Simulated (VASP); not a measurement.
# MnO (Fm-3m) in VASP: a series of runs

The runs below take MnO through single point, with PBE+U.

Program: VASP 6.6.1. These are calculated values, not measurements. Logs are shortened: lines on timing, memory, paths and dates and some standing lists are left out, and cuts for length are marked.

**1. The cell of the first run**

The structure is cubic, space group Fm-3m (No. 225). The conventional cell has a = 4.446 Å, b = 4.446 Å, c = 4.446 Å, α = 90.00°, β = 90.00°, γ = 90.00°. Within 2.9 Å of Mn (site symmetry m-3m) lie 6 O at 2.22 Å. Within 2.9 Å of O (site symmetry m-3m) lie 6 Mn at 2.22 Å.

**2. Single point, PBE+U, collinear spin, ferromagnetic start**

File INCAR:

```
ALGO = Normal
EDIFF = 1E-6
ENCUT = 700
GGA = PE
GGA_COMPAT = F
ISIF = 2
ISMEAR = 0
ISPIN = 2
LASPH = T
LCHARG = F
LDAU = T
LDAUJ = 0 0
LDAUL = 2 -1
LDAUPRINT = 1
LDAUTYPE = 2
LDAUU = 3.9 0
LMAXMIX = 4
LORBIT = 11
LREAL = F
LWAVE = F
MAGMOM = 5 0
NBANDS = 22
NELM = 200
PREC = Accurate
SIGMA = 0.05
```

File KPOINTS:

```
k-points
0
Gamma
  12 12 12
```

File POSCAR:

```
MnO
1.0
    0.0000000000      2.2230000000      2.2230000000
    2.2230000000      0.0000000000      2.2230000000
    2.2230000000      2.2230000000      0.0000000000
Mn O
1 1
Direct
    0.0000000000      0.0000000000      0.0000000000
    0.5000000000      0.5000000000      0.5000000000
```

Potentials or basis: VASP PAW PBE potentials, release 64 (Mn_sv, O).

Run with:

```console
$ cat potpaw_PBE.64/Mn_sv/POTCAR potpaw_PBE.64/O/POTCAR > POTCAR
$ mpirun -np 1 vasp_std > vasp.out
```

OUTCAR:

```text
EDIFF = 1E-6
   ENCUT = 700
   GGA = PE
   ISIF = 2
   ISMEAR = 0
   ISPIN = 2
   LASPH = T
   LORBIT = 11
   LREAL = F
   NELM = 200
   PREC = Accurate

 ion  position               nearest neighbor table
   1  0.000  0.000  0.000-   2 2.22   2 2.22   2 2.22   2 2.22   2 2.22   2 2.22
   2  0.500  0.500  0.500-   1 2.22   1 2.22   1 2.22   1 2.22   1 2.22   1 2.22

  LATTYP: Found a face centered cubic cell.
 ALAT       =     4.4460000000

  Lattice vectors:

 A1 = (   0.0000000000,   2.2230000000,   2.2230000000)
 A2 = (   2.2230000000,   0.0000000000,   2.2230000000)
 A3 = (   2.2230000000,   2.2230000000,   0.0000000000)

Analysis of symmetry for initial positions (statically):
=====================================================================
 Subroutine PRICEL returns:
 Original cell was already a primitive cell.

 Routine SETGRP: Setting up the symmetry group for a
 face centered cubic supercell.

 Subroutine GETGRP returns: Found 48 space group operations
 (whereof 48 operations were pure point group operations)
 out of a pool of 48 trial point group operations.

The static configuration has the point symmetry O_h .

Analysis of symmetry for dynamics (positions and initial velocities):
=====================================================================
 Subroutine PRICEL returns:
 Original cell was already a primitive cell.

 Routine SETGRP: Setting up the symmetry group for a
 face centered cubic supercell.

 Subroutine GETGRP returns: Found 48 space group operations
 (whereof 48 operations were pure point group operations)
 out of a pool of 48 trial point group operations.

The dynamic configuration has the point symmetry O_h .

Analysis of structural, dynamic, and magnetic symmetry:
=====================================================================
 Subroutine PRICEL returns:
 Original cell was already a primitive cell.

 Routine SETGRP: Setting up the symmetry group for a
 face centered cubic supercell.

 Subroutine GETGRP returns: Found 48 space group operations
 (whereof 48 operations were pure point group operations)
 out of a pool of 48 trial point group operations.

The overall configuration has the point symmetry O_h .

 Subroutine INISYM returns: Found 48 space group operations
 (whereof 48 operations are pure point group operations),
 and found     1 'primitive' translations

----------------------------------------------------------------------------------------

                                     Primitive cell

  volume of cell :      21.9709

  direct lattice vectors                    reciprocal lattice vectors
     0.000000000  2.223000000  2.223000000    -0.224921278  0.224921278  0.224921278
     2.223000000  0.000000000  2.223000000     0.224921278 -0.224921278  0.224921278
     2.223000000  2.223000000  0.000000000     0.224921278  0.224921278 -0.224921278

  length of vectors
     3.143796749  3.143796749  3.143796749     0.389575080  0.389575080  0.389575080

  position of ions in fractional coordinates (direct lattice)
     0.000000000  0.000000000  0.000000000
     0.500000000  0.500000000  0.500000000

  ion indices of the primitive-cell ions
   primitive index   ion index
                 1           1
                 2           2

----------------------------------------------------------------------------------------

 KPOINTS: k-points

[... 65 lines left out ...]
   ENCUT  =  700.0 eV  51.45 Ry    7.17 a.u.   6.78  6.78  6.78*2*pi/ulx,y,z
   NELM   =    200;   NELMIN=  2; NELMDL= -5     # of ELM steps
   EDIFF  = 0.1E-05   stopping-criterion for ELM
   LREAL  =      F    real-space projection
   EDIFFG = 0.1E-04   stopping-criterion for IOM
   NSW    =      0    number of steps for IOM
   IBRION =     -1    ionic relax: 0-MD 1-quasi-New 2-CG
   NFREE  =      0    steps in history (QN), initial steepest desc. (CG)
   ISIF   =      2    stress and relaxation
   ISYM   =      2    0-nonsym 1-usesym 2-fastsym
   POTIM  = 0.5000    time-step for ionic-motion
   TEBEG  =    0.0;   TEEND  =   0.0 temperature during run
   PSTRESS=    0.0 pullay stress
   NELECT =      21.0000    total number of electrons
   NUPDOWN=      -1.0000    fix difference up-down
   EMIN   =  10.00;   EMAX   =-10.00  energy-range for DOS
   EFERMI =   0.00;   METHOD = LEGACY
   ISMEAR =     0;   SIGMA  =   0.05  broadening in eV -4-tet -1-fermi 0-gaus
   EFERMI_NEDOS =   21; number of points for ismear=-14 and -15
   IALGO  =     38    algorithm
   IMIX   =      4    mixing-type and parameters
     AMIX     =   0.40;   BMIX     =  1.00
     AMIX_MAG =   1.60;   BMIX_MAG =  1.00
  volume/ion in A,a.u.               =      10.99        74.13
  Fermi-wavevector in a.u.,A,eV,Ry     =   1.612619  3.047408 35.382500  2.600540
  Thomas-Fermi vector in A             =   2.707820
   LORBIT       =     11    0 simple, 1 ext, 2 COOP (PROOUT), +10 PAW based schemes
 LDA+U is selected, type is set to LDAUTYPE =  2
   angular momentum for each species LDAUL =     2   -1
   U (eV)           for each species LDAUU =   3.9  0.0
   J (eV)           for each species LDAUJ =   0.0  0.0
   GGA     = PE    functional components
   LHFCALC =     F    Hartree Fock is set to
   AEXX    =    0.0000 exact exchange contribution
   IVDW    =     0    specifies the selected vdW correction
   LEPSILON=     F    determine dielectric tensor
   LRPA    =     F    only Hartree local field effects (RPA)
 spin polarized calculation
 Gauss-broadening in eV      SIGMA  =   0.05
  energy-cutoff  :      700.00
  volume of cell :       21.97
 maximum number of plane-waves:       941
   NGX = 13   NGY = 13   NGZ = 13

atom =   1  type =  1  l = 2

 onsite density matrix

spin component  1

  0.9119 -0.0000  0.0000  0.0000 -0.0000
 -0.0000  0.9119  0.0000 -0.0000 -0.0000
  0.0000  0.0000  0.9451  0.0000  0.0000
  0.0000 -0.0000  0.0000  0.9119 -0.0000
 -0.0000 -0.0000  0.0000 -0.0000  0.9451

spin component  2

  0.0140  0.0000 -0.0000 -0.0000 -0.0000
  0.0000  0.0140 -0.0000 -0.0000 -0.0000
 -0.0000 -0.0000  0.0529 -0.0000 -0.0000
 -0.0000 -0.0000 -0.0000  0.0140  0.0000
 -0.0000 -0.0000 -0.0000  0.0000  0.0529

 occupancies and eigenvectors

  o =  0.0140  v =  0.0000  0.0000  0.0000  0.0000  0.0000  0.9998 -0.0116  0.0000  0.0143 -0.0000      0.0000  0.0000  0.0000  0.0000  0.0000  0.0000  0.0000  0.0000  0.0000  0.0000
  o =  0.0140  v =  0.0000  0.0000  0.0000  0.0000  0.0000  0.0135 -0.0678 -0.0000 -0.9976  0.0000      0.0000  0.0000  0.0000  0.0000  0.0000  0.0000  0.0000  0.0000  0.0000  0.0000
  o =  0.0140  v =  0.0000  0.0000  0.0000  0.0000  0.0000  0.0126  0.9976  0.0000 -0.0676  0.0000      0.0000  0.0000  0.0000  0.0000  0.0000  0.0000  0.0000  0.0000  0.0000  0.0000
  o =  0.0529  v =  0.0000  0.0000  0.0000  0.0000  0.0000 -0.0000 -0.0000  0.9990 -0.0000  0.0458      0.0000  0.0000  0.0000  0.0000  0.0000  0.0000  0.0000  0.0000  0.0000  0.0000
  o =  0.0529  v =  0.0000  0.0000  0.0000  0.0000  0.0000  0.0000 -0.0000 -0.0458  0.0000  0.9990      0.0000  0.0000  0.0000  0.0000  0.0000  0.0000  0.0000  0.0000  0.0000  0.0000
  o =  0.9119  v =  0.0000  0.9419 -0.0000 -0.3358  0.0000  0.0000  0.0000  0.0000  0.0000  0.0000      0.0000  0.0000  0.0000  0.0000  0.0000  0.0000  0.0000  0.0000  0.0000  0.0000
  o =  0.9119  v =  0.0000  0.3358 -0.0000  0.9419 -0.0000  0.0000  0.0000  0.0000  0.0000  0.0000      0.0000  0.0000  0.0000  0.0000  0.0000  0.0000  0.0000  0.0000  0.0000  0.0000
  o =  0.9119  v =  1.0000  0.0000  0.0000  0.0000  0.0000  0.0000  0.0000  0.0000  0.0000  0.0000      0.0000  0.0000  0.0000  0.0000  0.0000  0.0000  0.0000  0.0000  0.0000  0.0000
  o =  0.9451  v =  0.0000 -0.0000  0.0765 -0.0000 -0.9971  0.0000  0.0000  0.0000  0.0000  0.0000      0.0000  0.0000  0.0000  0.0000  0.0000  0.0000  0.0000  0.0000  0.0000  0.0000
  o =  0.9451  v =  0.0000 -0.0000 -0.9971 -0.0000 -0.0765  0.0000  0.0000  0.0000  0.0000  0.0000      0.0000  0.0000  0.0000  0.0000  0.0000  0.0000  0.0000  0.0000  0.0000  0.0000

 number of electron      21.0000009 magnetization       5.0000004

 Free energy of the ion-electron system (eV)
  ---------------------------------------------------
  ext. energy  EPLUGINS =         0.00000000
  ---------------------------------------------------
  free energy    TOTEN  =       -15.32344282 eV

  energy without entropy =      -15.32343955  energy(sigma->0) =      -15.32344118

 E-fermi :   8.7730     XC(G=0): -11.8450

 val. band max:        8.6755633039   @ k =   0.5000   0.0000   0.0000
 cond. band min:       8.8398721335   @ k =   0.0000   0.0000   0.0000
 fundamental gap:      0.1643088296
 Fermi energy:         8.7729636312

 spin component 1

 k-point     1 :       0.0000    0.0000    0.0000
  band No.  band energies     occupation
      1     -72.3474      1.00000
      2     -41.0919      1.00000
      3     -41.0919      1.00000
      4     -41.0919      1.00000
      5     -10.7506      1.00000
      6       4.6445      1.00000
[... 1193 lines left out ...]
     21      34.5790      0.00000
     22      36.4112      0.00000

 [... further k-points ...]

------------------------ aborting loop because EDIFF is reached ----------------------------------------

  FORCE on cell =-STRESS in cart. coord.  units (eV):
  Direction    XX          YY          ZZ          XY          YZ          ZX
  --------------------------------------------------------------------------------------
  -------------------------------------------------------------------------------------
  Total        0.8657805      0.8657805      0.8657805     -0.0000000      0.0000000     -0.0000000
  in kB       63.1349713     63.1349713     63.1349713     -0.0000000      0.0000000     -0.0000000
  external PRESSURE =      63.1349713 kB  Pullay stress =       0.0000000 kB

 VOLUME and BASIS-vectors are now :
 -----------------------------------------------------------------------------
  energy-cutoff  :      700.00
  volume of cell :       21.97
      direct lattice vectors                 reciprocal lattice vectors
     0.000000000  2.223000000  2.223000000    -0.224921278  0.224921278  0.224921278
     2.223000000  0.000000000  2.223000000     0.224921278 -0.224921278  0.224921278
     2.223000000  2.223000000  0.000000000     0.224921278  0.224921278 -0.224921278

 POSITION                                       TOTAL-FORCE (eV/Angst)
 -----------------------------------------------------------------------------------
      0.00000      0.00000      0.00000         0.000000      0.000000     -0.000000
      2.22300      2.22300      2.22300        -0.000000     -0.000000      0.000000
 -----------------------------------------------------------------------------------
    total drift:                                0.000000      0.000000      0.000000

  FREE ENERGIE OF THE ION-ELECTRON SYSTEM (eV)
  ---------------------------------------------------
  free  energy   TOTEN  =       -15.3234428169 eV

  energy  without entropy=      -15.3234395470  energy(sigma->0) =      -15.32344118

 total charge

# of ion       s       p       d       tot
------------------------------------------
    1        2.116   6.015   4.750  12.882
    2        1.551   3.458   0.000   5.009
--------------------------------------------------
tot          3.667   9.473   4.750  17.890

 magnetization (x)

# of ion       s       p       d       tot
------------------------------------------
    1        0.023   0.015   4.460   4.498
    2        0.025   0.145   0.000   0.170
--------------------------------------------------
tot          0.048   0.160   4.460   4.668
```

It took 75 s on 1 thread of Intel Xeon Platinum 8375C at 2.90GHz (Ice Lake), shared host; peak memory 0.23 GiB.

Results:

- Free energy: -15.3234 eV
- Pressure: 6.3 GPa
- Band gap on the k mesh: 0.16 eV (least direct gap 2.72 eV)
- Net moment: 5.00 μB per cell
- Site moments: Mn +4.50; O +0.17 μB
- Valence electrons inside the program's atomic spheres: Mn 12.88; O 5.01

Eigenvalues of the final occupation matrices:
```
    site  spin  trace               eigenvalues
site 1 d     1   4.63  0.91 0.91 0.91 0.95 0.95
site 1 d     2   0.15  0.01 0.01 0.01 0.05 0.05
```

Caveat: the cell stands under pressure; a cell with one magnetic atom can't hold antiferromagnetic order, which such compounds often take.

**3. Single point, PBE+U, collinear spin, ferromagnetic start (11.64 Å³/atom)**

This run uses another cell than the first one, of 11.64 Å³/atom.

File INCAR:

```
SYSTEM = MnO
ALGO = Normal ; EDIFF = 1E-6
ENCUT = 700 ; GGA = PE
GGA_COMPAT = .FALSE. ; ISIF = 2
ISMEAR = 0 ; ISPIN = 2
LASPH = .TRUE. ; LCHARG = .TRUE.
LDAU = .TRUE. ; LDAUJ = 0 0
LDAUL = 2 -1 ; LDAUPRINT = 1
LDAUTYPE = 2 ; LDAUU = 3.9 0
LELF = .TRUE. ; LMAXMIX = 4
LORBIT = 11 ; LREAL = .FALSE.
LVHAR = .TRUE. ; LWAVE = .FALSE.
MAGMOM = 4.76 0.18 ; NBANDS = 22
NELM = 200 ; PREC = Accurate
SIGMA = 0.05
```

File KPOINTS:

```
k-points
0
G
  12 12 12
  0 0 0
```

File POSCAR:

```
MnO
1.0
    0.0000000000      2.2664522255      2.2664522255
    2.2664522255      0.0000000000      2.2664522255
    2.2664522255      2.2664522255      0.0000000000
Mn O
1 1
Direct
    0.0000000000      0.0000000000      0.0000000000
    0.5000000000      0.5000000000      0.5000000000
```

Potentials or basis: VASP PAW PBE potentials, release 64 (Mn_sv, O).

Run with:

```console
$ cat potpaw_PBE.64/Mn_sv/POTCAR potpaw_PBE.64/O/POTCAR > POTCAR
$ mpirun -np 1 vasp_std > vasp.out
```

It took 3.3 min on 1 thread of AMD EPYC 7R43 (Zen 3), shared host; peak memory 0.18 GiB.

Results (log left out):

* Free energy: -15.3406 eV
* Pressure: -2.6 GPa
* Band gap on the k mesh: 0.06 eV (least direct gap 2.29 eV)
* Net moment: 5.00 μB per cell
* Site moments: Mn +4.51; O +0.15 μB
* Valence electrons inside the program's atomic spheres: Mn 12.85; O 4.98

Levels at points of the mesh, in eV from the valence-band top:
Spin up:
| k point | band 9 | band 10 | band 11 | band 12 | band 13 | band 14 | band 15 | band 16 | band 17 | band 18 |
| --- | --- | --- | --- | --- | --- | --- | --- | --- | --- | --- |
| (0.00, 0.00, 0.00) | -3.55 | -3.55 | -2.51 | -2.51 | -2.51 | 0.06 | 14.56 | 16.08 | 16.08 | 16.08 |
| (0.50, 0.00, 0.00) | -3.15 | -3.15 | -2.40 | 0.00 | 0.00 | 4.13 | 8.08 | 12.22 | 12.22 | 18.12 |
| (0.50, 0.50, 0.00) | -3.53 | -3.21 | -2.94 | -2.94 | -2.87 | 5.35 | 8.39 | 10.33 | 13.84 | 13.84 |
Spin down:
| k point | band 4 | band 5 | band 6 | band 7 | band 8 | band 9 | band 10 | band 11 | band 12 | band 13 |
| --- | --- | --- | --- | --- | --- | --- | --- | --- | --- | --- |
| (0.00, 0.00, 0.00) | -44.70 | -18.48 | -2.22 | -2.22 | -2.22 | 1.38 | 3.26 | 3.26 | 3.26 | 3.88 |
| (0.50, 0.00, 0.00) | -44.71 | -17.63 | -6.00 | -3.37 | -3.37 | 4.27 | 4.58 | 4.58 | 5.17 | 5.87 |
| (0.50, 0.50, 0.00) | -44.73 | -17.61 | -5.19 | -3.17 | -3.17 | 1.45 | 4.45 | 4.50 | 5.08 | 5.08 |

Eigenvalues of the final occupation matrices:
| site | spin | trace | eigenvalues |
| --- | --- | --- | --- |
| site 1 d | 1 | 4.62 | 0.91 0.91 0.91 0.94 0.94 |
| site 1 d | 2 | 0.14 | 0.01 0.01 0.01 0.05 0.05 |

Caveat: a cell with one magnetic atom can't hold antiferromagnetic order, which such compounds often take.
